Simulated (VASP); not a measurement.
# Ge (P6_3/mmc) in VASP: a series of runs

Ge is run at these levels: PBE; tasks: single point.

All numbers are computed with VASP 6.6.1; they aren't measurements. Logs are shortened: lines on timing, memory, paths and dates and some standing lists are left out, and cuts for length are marked.

### 1 The cell of the first run

Symmetry: P6_3/mmc, No. 194, hexagonal system. Conventional cell: a = 4.078 Å, b = 4.078 Å, c = 6.725 Å, α = 90.00°, β = 90.00°, γ = 120.00°. Within 3.3 Å of Ge (site symmetry 3m) lie 4 Ge at 2.50 to 2.52 Å.

This isn't the form of Ge at room conditions, which is diamond.

### 2 Single point, PBE (strain +2.0%)

Input file INCAR:

```
SYSTEM = Ge
PREC     = Accurate       ! precision mode
ENCUT    = 520            ! plane-wave cutoff, eV
EDIFF    = 1E-7           ! SCF threshold, eV
ISMEAR   = -1             ! smearing method
SIGMA    = 0.02           ! smearing width, eV
LREAL    = .FALSE.        ! projectors in reciprocal space
LASPH    = .TRUE.         ! aspherical terms in the spheres
NELM     = 100            ! most SCF steps
ALGO     = Normal         ! electronic algorithm
ISIF     = 2              ! what is computed and relaxed
LWAVE    = .FALSE.        ! write WAVECAR
LCHARG   = .FALSE.        ! write CHGCAR
GGA      = PE             ! functional
NBANDS   = 36             ! bands
```

Input file KPOINTS:

```
regular mesh
0
G
  12 12 4
  0 0 0
```

Input file POSCAR:

```
Ge
1.0
    4.0775675115      0.0000000000      0.0000000000
   -2.0387837557      3.5312770506      0.0000000000
    0.0000000000      0.0000000000      6.7246759070
Ge
4
Direct
    0.3333333333      0.6666666667      0.0003695990
    0.6666666667      0.3333333333      0.5003695990
    0.3333333333      0.6666666667      0.3746304010
    0.6666666667      0.3333333333      0.8746304010
```

Potentials or basis: VASP PAW PBE potentials, release 64 (Ge_d).

On the command line:

```bash
> cat potpaw_PBE.64/Ge_d/POTCAR > POTCAR
> mpirun -np 1 vasp_std > vasp.out
```

OUTCAR:

```text
SYSTEM = Ge
   PREC = Accurate
   ENCUT = 520
   EDIFF = 1E-7
   ISMEAR = -1
   LREAL = .FALSE.
   LASPH = .TRUE.
   NELM = 100
   ISIF = 2
   GGA = PE

 ion  position               nearest neighbor table
   1  0.333  0.667  0.000-   4 2.50   4 2.50   4 2.50   3 2.52
   2  0.667  0.333  0.500-   3 2.50   3 2.50   3 2.50   4 2.52
   3  0.333  0.667  0.375-   2 2.50   2 2.50   2 2.50   1 2.52
   4  0.667  0.333  0.875-   1 2.50   1 2.50   1 2.50   2 2.52

  LATTYP: Found a hexagonal cell.
 ALAT       =     4.0775675115
 C/A-ratio  =     1.6491881221

  Lattice vectors:

 A1 = (   4.0775675115,   0.0000000000,   0.0000000000)
 A2 = (  -2.0387837557,   3.5312770506,   0.0000000000)
 A3 = (   0.0000000000,   0.0000000000,   6.7246759070)

Analysis of symmetry for initial positions (statically):
=====================================================================
 Subroutine PRICEL returns:
 Original cell was already a primitive cell.

 Routine SETGRP: Setting up the symmetry group for a
 hexagonal supercell.

 Subroutine GETGRP returns: Found 24 space group operations
 (whereof  6 operations were pure point group operations)
 out of a pool of 24 trial point group operations.

The static configuration has the point symmetry C_3v.
 The point group associated with its full space group is D_6h.

Analysis of symmetry for dynamics (positions and initial velocities):
=====================================================================
 Subroutine PRICEL returns:
 Original cell was already a primitive cell.

 Routine SETGRP: Setting up the symmetry group for a
 hexagonal supercell.

 Subroutine GETGRP returns: Found 24 space group operations
 (whereof  6 operations were pure point group operations)
 out of a pool of 24 trial point group operations.

The dynamic configuration has the point symmetry C_3v.
 The point group associated with its full space group is D_6h.

 Subroutine INISYM returns: Found 24 space group operations
 (whereof  6 operations are pure point group operations),
 and found     1 'primitive' translations

----------------------------------------------------------------------------------------

                                     Primitive cell

  volume of cell :      96.8287

  direct lattice vectors                    reciprocal lattice vectors
     4.077567511  0.000000000  0.000000000     0.245244253  0.141591836  0.000000000
    -2.038783756  3.531277051  0.000000000     0.000000000  0.283183671  0.000000000
     0.000000000  0.000000000  6.724675907     0.000000000  0.000000000  0.148706051

  length of vectors
     4.077567511  4.077567511  6.724675907     0.283183671  0.283183671  0.148706051

  position of ions in fractional coordinates (direct lattice)
     0.333333333  0.666666667  0.000369599
     0.666666667  0.333333333  0.500369599
     0.333333333  0.666666667  0.374630401
     0.666666667  0.333333333  0.874630401

  ion indices of the primitive-cell ions
   primitive index   ion index
                 1           1
                 2           2
                 3           3
                 4           4

----------------------------------------------------------------------------------------

 KPOINTS: regular mesh

Automatic generation of k-mesh.
 Grid dimensions read from file:
 generate k-points for:   12   12    4

 Generating k-lattice:

  Cartesian coordinates                     Fractional coordinates (reciprocal lattice)
     0.020437021  0.011799320  0.000000000     0.083333333  0.000000000  0.000000000
     0.000000000  0.023598639  0.000000000     0.000000000  0.083333333  0.000000000
     0.000000000  0.000000000  0.037176513     0.000000000  0.000000000  0.250000000

  Length of vectors
     0.023598639  0.023598639  0.037176513

  Shift w.r.t. Gamma in fractional coordinates (k-lattice)
     0.000000000  0.000000000  0.000000000

 Subroutine IBZKPT returns following result:
 ===========================================

 Found     57 irreducible k-points:

 Following reciprocal coordinates:
            Coordinates               Weight
  0.000000  0.000000  0.000000      1.000000
  0.083333  0.000000  0.000000      6.000000
  0.166667  0.000000  0.000000      6.000000
  0.250000  0.000000  0.000000      6.000000
  0.333333  0.000000  0.000000      6.000000
  0.416667 -0.000000  0.000000      6.000000
[... 16 lines left out ...]
  0.250000  0.000000  0.250000     12.000000
  0.333333  0.000000  0.250000     12.000000
 [... further k-points ...]
   k-points           NKPTS =     57   k-points in BZ     NKDIM =     57   number of bands    NBANDS=     36
   number of dos      NEDOS =    301   number of ions     NIONS =      4
   total plane-waves  NPLWV =  45000
   dimension x,y,z NGX =    30 NGY =   30 NGZ =   50
   dimension x,y,z NGXF=    60 NGYF=   60 NGZF=  100
   ions per type =               4
   NGX,Y,Z   is equivalent  to a cutoff of  12.23, 12.23, 12.36 a.u.
   NGXF,Y,Z  is equivalent  to a cutoff of  24.46, 24.46, 24.72 a.u.
 SYSTEM =  Ge
   PREC   = accura    normal or accurate (medium, high low for compatibility)
   ISTART =      0    job   : 0-new  1-cont  2-samecut
   ICHARG =      2    charge: 1-file 2-atom 10-const
   ISPIN  =      1    spin polarized calculation?
   LNONCOLLINEAR =      F non collinear calculations
   LSORBIT =      F    spin-orbit coupling
   LASPH  =      T    aspherical Exc in radial PAW
   ENCUT  =  520.0 eV  38.22 Ry    6.18 a.u.   7.58  7.58 12.50*2*pi/ulx,y,z
   NELM   =    100;   NELMIN=  2; NELMDL= -5     # of ELM steps
   EDIFF  = 0.1E-06   stopping-criterion for ELM
   LREAL  =      F    real-space projection
   EDIFFG = 0.1E-05   stopping-criterion for IOM
   NSW    =      0    number of steps for IOM
   IBRION =     -1    ionic relax: 0-MD 1-quasi-New 2-CG
   NFREE  =      0    steps in history (QN), initial steepest desc. (CG)
   ISIF   =      2    stress and relaxation
   ISYM   =      2    0-nonsym 1-usesym 2-fastsym
   POTIM  = 0.5000    time-step for ionic-motion
   TEBEG  =    0.0;   TEEND  =   0.0 temperature during run
   PSTRESS=    0.0 pullay stress
   NELECT =      56.0000    total number of electrons
   NUPDOWN=      -1.0000    fix difference up-down
   EMIN   =  10.00;   EMAX   =-10.00  energy-range for DOS
   EFERMI =   0.00;   METHOD = LEGACY
   ISMEAR =    -1;   SIGMA  =   0.02  broadening in eV -4-tet -1-fermi 0-gaus
   EFERMI_NEDOS =   21; number of points for ismear=-14 and -15
   IALGO  =     38    algorithm
   IMIX   =      4    mixing-type and parameters
     AMIX     =   0.40;   BMIX     =  1.00
     AMIX_MAG =   1.60;   BMIX_MAG =  1.00
  volume/ion in A,a.u.               =      24.21       163.36
  Fermi-wavevector in a.u.,A,eV,Ry     =   1.363963  2.577517 25.312229  1.860396
  Thomas-Fermi vector in A             =   2.490321
   LORBIT       =      0    0 simple, 1 ext, 2 COOP (PROOUT), +10 PAW based schemes
   GGA     = PE    functional components
   LHFCALC =     F    Hartree Fock is set to
   AEXX    =    0.0000 exact exchange contribution
   IVDW    =     0    specifies the selected vdW correction
   LEPSILON=     F    determine dielectric tensor
   LRPA    =     F    only Hartree local field effects (RPA)
 non-spin polarized calculation
  energy-cutoff  :      520.00
  volume of cell :       96.83
 maximum number of plane-waves:      2634
   NGX = 15   NGY = 15   NGZ = 25

 number of electron      55.9999952 magnetization

 Free energy of the ion-electron system (eV)
  ---------------------------------------------------
  ext. energy  EPLUGINS =         0.00000000
  ---------------------------------------------------
  free energy    TOTEN  =       -18.00007576 eV

  energy without entropy =      -17.99976256  energy(sigma->0) =      -17.99991916

 E-fermi :   4.3905     XC(G=0):  -9.6061

 val. band max:        4.3756914281   @ k =   0.0000   0.0000   0.2500
 cond. band min:       4.5152986373   @ k =   0.0000   0.0000   0.0000
 fundamental gap:      0.1396072093
 Fermi energy:         4.3905278921

 k-point     1 :       0.0000    0.0000    0.0000
  band No.  band energies     occupation
      1     -20.4024      2.00000
      2     -20.4024      2.00000
      3     -20.3700      2.00000
      4     -20.3700      2.00000
      5     -20.3700      2.00000
      6     -20.3581      2.00000
[... 28 lines left out ...]
     35       8.8460      0.00000
     36      10.4589      0.00000

 k-point     2 :       0.0833    0.0000    0.0000
  band No.  band energies     occupation
      1     -20.4064      2.00000
      2     -20.4037      2.00000
      3     -20.3739      2.00000
      4     -20.3722      2.00000
      5     -20.3700      2.00000
      6     -20.3531      2.00000
[... 28 lines left out ...]
     35       9.1347      0.00000
     36      10.8663      0.00000

 k-point     3 :       0.1667    0.0000    0.0000
  band No.  band energies     occupation
      1     -20.4133      2.00000
      2     -20.4064      2.00000
      3     -20.3812      2.00000
      4     -20.3770      2.00000
      5     -20.3691      2.00000
      6     -20.3453      2.00000
[... 28 lines left out ...]
     35       9.8895      0.00000
     36      10.2314      0.00000

 k-point     4 :       0.2500    0.0000    0.0000
  band No.  band energies     occupation
      1     -20.4179      2.00000
      2     -20.4088      2.00000
      3     -20.3890      2.00000
      4     -20.3820      2.00000
      5     -20.3658      2.00000
      6     -20.3391      2.00000
[... 28 lines left out ...]
     35      10.4189      0.00000
     36      10.9162      0.00000

 k-point     5 :       0.3333    0.0000    0.0000
  band No.  band energies     occupation
      1     -20.4190      2.00000
      2     -20.4102      2.00000
      3     -20.3966      2.00000
      4     -20.3857      2.00000
      5     -20.3596      2.00000
      6     -20.3349      2.00000
[... 655 lines left out ...]
 k-point    22 :       0.1667    0.0000    0.2500
  band No.  band energies     occupation
      1     -20.4083      2.00000
      2     -20.4030      2.00000
      3     -20.3829      2.00000
      4     -20.3812      2.00000
      5     -20.3719      2.00000
      6     -20.3480      2.00000
[... 28 lines left out ...]
     35       9.4793      0.00000
     36      10.9351      0.00000

 k-point    23 :       0.2500    0.0000    0.2500
  band No.  band energies     occupation
      1     -20.4122      2.00000
      2     -20.4056      2.00000
      3     -20.3870      2.00000
      4     -20.3866      2.00000
      5     -20.3698      2.00000
      6     -20.3421      2.00000
[... 28 lines left out ...]
     35      10.4345      0.00000
     36      10.7626      0.00000

 k-point    24 :       0.3333    0.0000    0.2500
  band No.  band energies     occupation
      1     -20.4128      2.00000
      2     -20.4072      2.00000
      3     -20.3924      2.00000
      4     -20.3901      2.00000
      5     -20.3641      2.00000
      6     -20.3373      2.00000
[... 28 lines left out ...]
     35      11.3444      0.00000
     36      11.3834      0.00000

 [... further k-points ...]

------------------------ aborting loop because EDIFF is reached ----------------------------------------

  FORCE on cell =-STRESS in cart. coord.  units (eV):
  Direction    XX          YY          ZZ          XY          YZ          ZX
  --------------------------------------------------------------------------------------
  -------------------------------------------------------------------------------------
  Total       -0.5078250     -0.5078250     -0.5284534     -0.0000000      0.0000000      0.0000000
  in kB       -8.4027292     -8.4027292     -8.7440569     -0.0000000      0.0000000      0.0000000
  external PRESSURE =      -8.5165051 kB  Pullay stress =       0.0000000 kB

 VOLUME and BASIS-vectors are now :
 -----------------------------------------------------------------------------
  energy-cutoff  :      520.00
  volume of cell :       96.83
      direct lattice vectors                 reciprocal lattice vectors
     4.077567511  0.000000000  0.000000000     0.245244253  0.141591836  0.000000000
    -2.038783756  3.531277051  0.000000000     0.000000000  0.283183671  0.000000000
     0.000000000  0.000000000  6.724675907     0.000000000  0.000000000  0.148706051

 POSITION                                       TOTAL-FORCE (eV/Angst)
 -----------------------------------------------------------------------------------
     -0.00000      2.35418      0.00249         0.000000      0.000000     -0.007981
      2.03878      1.17709      3.36482        -0.000000     -0.000000     -0.007981
     -0.00000      2.35418      2.51927         0.000000      0.000000      0.007981
      2.03878      1.17709      5.88161        -0.000000     -0.000000      0.007981
 -----------------------------------------------------------------------------------
    total drift:                               -0.000000      0.000000      0.000219

  FREE ENERGIE OF THE ION-ELECTRON SYSTEM (eV)
  ---------------------------------------------------
  free  energy   TOTEN  =       -18.0000757639 eV

  energy  without entropy=      -17.9997625559  energy(sigma->0) =      -17.99991916
```

Run time: 4.1 min. Hardware: 1 thread of Intel Xeon Platinum 8259CL at 2.50GHz (Skylake/Cascade Lake), shared host; peak memory 0.28 GiB.

What came out:

- Free energy: -18.0001 eV
- Pressure: -0.9 GPa
- Largest force: 0.008 eV/Å
- Band gap on the k mesh: 0.01 eV (least direct gap 0.19 eV)

Forces in eV/Å, atoms in the order of the input:
```
Ge   0.000  0.000 -0.008
Ge   0.000  0.000 -0.008
Ge   0.000  0.000  0.008
Ge   0.000  0.000  0.008
```

Levels at points of the mesh, in eV from the valence-band top:
```
           k point  band 25  band 26  band 27  band 28  band 29  band 30  band 31  band 32
(0.00, 0.00, 0.00)    -1.34    -0.49    -0.18    -0.10     0.15     0.15     2.31     2.31
(0.50, 0.00, 0.00)    -4.23    -2.82    -2.55    -1.31     0.64     1.52     3.61     3.72
(0.00, 0.00, 0.50)    -0.76    -0.76    -0.76    -0.76     0.55     0.55     3.36     3.36
(0.50, 0.00, 0.50)    -2.35    -2.35    -2.21    -2.21     0.54     0.54     2.21     2.21
```

Caveat: the cell differs from its parent crystal (strain +2.0%); the smearing spreads over this small gap; semilocal functionals underestimate gaps, and a narrow one can read as zero.

### 3 Single point, PBE (epitaxial xy strain +5.0%)

Input file INCAR:

```
PREC     = Accurate       # precision mode
ENCUT    = 520            # plane-wave cutoff, eV
EDIFF    = 1E-6           # SCF threshold, eV
ISMEAR   = -1             # smearing method
SIGMA    = 0.02           # smearing width, eV
LREAL    = F              # projectors in reciprocal space
LASPH    = T              # aspherical terms in the spheres
NELM     = 100            # most SCF steps
ALGO     = Normal         # electronic algorithm
ISIF     = 2              # what is computed and relaxed
LWAVE    = F              # write WAVECAR
LCHARG   = T              # write CHGCAR
GGA      = PE             # functional
LELF     = T              # ELF
LVHAR    = T            
NBANDS   = 36             # bands
```

Input file KPOINTS:

```
regular mesh
0
Gamma
  12 12 4
```

Input file POSCAR:

```
Ge
1.0
    4.1974959677      0.0000000000      0.0000000000
   -2.0987479838      3.6351381403      0.0000000000
    0.0000000000      0.0000000000      6.5131567939
Ge
4
Direct
    0.3333333333      0.6666666667     -0.0033709645
    0.6666666667      0.3333333333      0.4966290355
    0.3333333333      0.6666666667      0.3783709645
    0.6666666667      0.3333333333      0.8783709645
```

Potentials or basis: VASP PAW PBE potentials, release 64 (Ge_d).

On the command line:

```bash
> cat potpaw_PBE.64/Ge_d/POTCAR > POTCAR
> mpirun -np 1 vasp_std > vasp.out
```

Wall time 3.8 min (1 thread of Intel Xeon Platinum 8259CL at 2.50GHz (Skylake/Cascade Lake), shared host); peak memory 0.29 GiB.

It converged, with:

* Free energy: -17.8913 eV
* Pressure: -2.0 GPa
* Largest force: 0.046 eV/Å
* Band gap on the k mesh: zero (bands 28 and 29 overlap by 0.38 eV)

Forces in eV/Å, atoms in the order of the input:
```
Ge   0.000  0.000 -0.046
Ge   0.000  0.000 -0.046
Ge   0.000  0.000  0.046
Ge   0.000  0.000  0.046
```

Stress tensor (GPa, compression positive):
```
-4.26  0.00  0.00
 0.00 -4.26  0.00
 0.00  0.00  2.60
```

Levels at points of the mesh, in eV from the Fermi level:
```tsv
k point	band 25	band 26	band 27	band 28	band 29	band 30	band 31	band 32
(0.00, 0.00, 0.00)	-1.56	-0.83	-0.65	0.11	0.11	0.15	2.10	2.10
(0.50, 0.00, 0.00)	-4.06	-2.91	-2.40	-1.20	0.39	1.65	3.71	3.94
(0.00, 0.00, 0.50)	-0.91	-0.91	-0.91	-0.91	0.11	0.11	3.22	3.22
(0.50, 0.00, 0.50)	-2.22	-2.22	-1.99	-1.99	0.64	0.64	2.34	2.34
```

Caveat: the cell differs from its parent crystal (epitaxial xy strain +5.0%); the stress differs along the axes, from -4 to 3 GPa; semilocal functionals underestimate gaps, and a narrow one can read as zero.

The gap in the log of VASP goes by the Fermi energy; the results here count the filled bands.